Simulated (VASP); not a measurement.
Wanted: the native input for a VASP 6.6.1 run.

```
Task                   : electric field gradients
Functional             : LDA
Potentials or basis    : VASP PAW LDA potentials, release 64 (In_d, Sb)
Cutoff                 : 520 eV
k mesh                 : 10 × 10 × 10
Occupations            : fermi-dirac, width 0.03 eV
Spin                   : no spin polarisation
Dipole correction      : no
Further INCAR settings : ALGO = Normal; EDIFF = 1e-08; NBANDS = 16
```

The structure of InSb lies in POSCAR:

```
InSb
1.0
    0.0000000000      3.2282668087      3.2282668087
    3.2282668087      0.0000000000      3.2282668087
    3.2282668087      3.2282668087      0.0000000000
In Sb
1 1
Direct
    0.0000000000      0.0000000000      0.0000000000
    0.7500000000      0.7500000000      0.7500000000
```

This cell differs from its parent crystal: volume scaled by 0.99.

These files were run (other wordings do the same):

INCAR

```
SYSTEM = InSb
PREC = Accurate
ENCUT = 520
EDIFF = 1E-8
ISMEAR = -1
SIGMA = 0.03
LREAL = .FALSE.
LASPH = .TRUE.
NELM = 60
ALGO = Normal
ISIF = 2
LWAVE = .FALSE.
LCHARG = .FALSE.
GGA = CA
LEFG = .TRUE.
NBANDS = 16
```

KPOINTS

```
regular mesh
0
G
  10 10 10
  0 0 0
```

Potentials or basis: VASP PAW LDA potentials, release 64 (In_d, Sb).

Launch:

```bash
$ cat potpaw_LDA.64/In_d/POTCAR potpaw_LDA.64/Sb/POTCAR > POTCAR
$ mpirun -np 1 vasp_std > vasp.out
```

Results of the run:

* Pressure: -0.1 GPa
* Band gap on the k mesh: zero (filled and empty bands touch)

Caveat: without QUAD_EFG the Cq values of the log hold for a quadrupole moment of 1 mb, not for the nuclei; spin-orbit coupling is left out, which moves the levels of the heavy elements.

Run time: 28 s on 1 thread of AMD EPYC 9R45 96-Core Processor (Zen 5), with other jobs on the host, peak memory 0.17 GiB.
